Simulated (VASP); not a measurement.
The system is Se.

```
Se
1.0
     4.36620    0.00000    0.00000
    -2.18310    3.78124    0.00000
     0.00000    0.00000    4.95360
Se
3
Direct
  0.77460 0.77460 0.00000
  0.00000 0.22540 0.66667
  0.22540 0.00000 0.33333
```

| Property | Result |
| --- | --- |
| Program | VASP 6.6.1 |
| Task | relaxation of cell and atoms |
| Functional | LAK |
| Potentials or basis | VASP PAW PBE potentials, release 64 (Se) |
| Cutoff | 650 eV |
| k mesh | 7 × 7 × 6 |
| Occupations | gaussian, width 0.03 eV |
| Spin | no spin polarisation |

At the start: pressure 3.3 GPa; volume 27.26 Å³/atom.

Question: How do energy, volume and symmetry change on relaxing?

Answer: Over 24 steps the energy falls by 32.1 meV/atom and the volume is 31.37 Å³/atom (+15.1 %); space group P3_121 (No. 152, to 0.1 Å) before and after.

Step by step:
```tsv
step	energy change (eV)	largest force (eV/Å)	pressure (GPa)	volume (Å³)
1	0.0000	0.0437	3.26	81.78
2	-0.0251	0.6844	-1.55	88.51
3	-0.0400	0.4248	0.11	85.85
4	-0.0624	0.2782	0.12	87.40
5	-0.0831	0.0455	0.31	90.46
6	-0.0836	0.1079	0.37	91.02
7	-0.0901	0.0343	-0.31	93.20
8	-0.0905	0.0812	-0.52	93.92
9	-0.0945	0.0103	-0.17	94.32
10	-0.0949	0.0183	-0.03	94.47
11	-0.0949	0.0210	-0.01	94.49
12	-0.0949	0.0102	-0.03	94.46
13	-0.0949	0.0050	-0.06	94.42
14	-0.0950	0.0027	0.00	94.29
15	-0.0950	0.0026	0.00	94.29
16	-0.0950	0.0024	0.00	94.27
17	-0.0950	0.0004	0.00	94.21
18	-0.0950	0.0028	0.00	94.07
19	-0.0950	0.0018	0.00	94.12
20	-0.0962	0.0026	-0.01	94.12
21	-0.0962	0.0019	0.01	94.10
22	-0.0962	0.0011	0.01	94.10
23	-0.0962	0.0001	0.00	94.11
24	-0.0962	0.0001	0.00	94.11
```

Final structure:
```cif
data_structure
_symmetry_space_group_name_H-M 'P 1'
_symmetry_Int_Tables_number 1
_cell_length_a 4.6644
_cell_length_b 4.6644
_cell_length_c 4.9945
_cell_angle_alpha 90.000
_cell_angle_beta 90.000
_cell_angle_gamma 120.000
_cell_volume 94.11
loop_
_atom_site_label
_atom_site_type_symbol
_atom_site_fract_x
_atom_site_fract_y
_atom_site_fract_z
_atom_site_occupancy
Se1 Se 0.78976 0.78976 0.00000 1
Se2 Se 0.00000 0.21024 0.66667 1
Se3 Se 0.21024 0.00000 0.33333 1
```

Where two steps share one volume, the run began anew on that cell with a basis built for it.

Caveat: the volume moved by over 15 % at a fixed basis, so the end points are rough; the PAW data sets were made with another functional, which shifts forces and pressure a little.
